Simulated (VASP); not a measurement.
Input of a VASP 6.6.1 run:

File INCAR:

```
SYSTEM = GaNi
PREC = Accurate
ENCUT = 520
EDIFF = 1E-8
ISMEAR = -1
SIGMA = 0.15
LREAL = .False.
LASPH = .True.
NELM = 60
ALGO = Normal
ISIF = 2
LWAVE = .False.
LCHARG = .True.
IBRION = 8
NSW = 1
```

File KPOINTS:

```
regular mesh
0
Gamma
  14 14 14
  0 0 0
```

File POSCAR:

```
GaNi
1.0
    2.8422976134      0.0000000000      0.0000000000
    0.0000000000      2.8422976134      0.0000000000
    0.0000000000      0.0000000000      2.8422976134
Ga Ni
1 1
Direct
    0.0000000000      0.0000000000      0.0000000000
    0.5000000000      0.5000000000      0.5000000000
```

Potentials or basis: VASP PAW LDA potentials, release 64 (Ga_d, Ni).

Command:

```console
$ cat potpaw_LDA.64/Ga_d/POTCAR potpaw_LDA.64/Ni/POTCAR > POTCAR
$ mpirun -np 1 vasp_std > vasp.out
```

(1) Predict the highest phonon frequency at Γ, LO-TO splitting left out.

Answers

(1) 220 cm⁻¹.
